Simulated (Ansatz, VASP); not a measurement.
# Two plane-wave programs on KCl

```
CELL_PARAMETERS angstrom
0.00000 3.14485 3.14485
3.14485 0.00000 3.14485
3.14485 3.14485 0.00000
ATOMIC_POSITIONS crystal
K 0.00000 0.00000 0.00000
Cl 0.50000 0.50000 0.50000
```

Alike in both runs: task single point; functional PBE-based screened hybrid; k mesh 4 × 4 × 4; no spin polarisation.

|  | VASP | Ansatz |
| --- | --- | --- |
| version | VASP 6.6.1 | Ansatz 0.2.0 |
| potentials or method | VASP PAW PBE potentials, release 64 (K_sv, Cl) | plane waves |
| plane-wave cutoff (eV) | 520 | 420 |
| occupations | gaussian, width 0.01 eV | fixed |
| valence electrons in the cell | 16 | 16 |

```tsv
	VASP	Ansatz	Ansatz less VASP
gap on the k mesh at the Fermi level (eV)	7.04	7.04	+0.004
pressure (GPa)	0.4	0.4	-0.03
```

VASP's potentials were made for PBE, not for PBE-based screened hybrid. Ansatz's warnings: stress exchange threshold loose, stress scf threshold loose.

The k mesh is coarse, so the values compare programs but aren't converged.
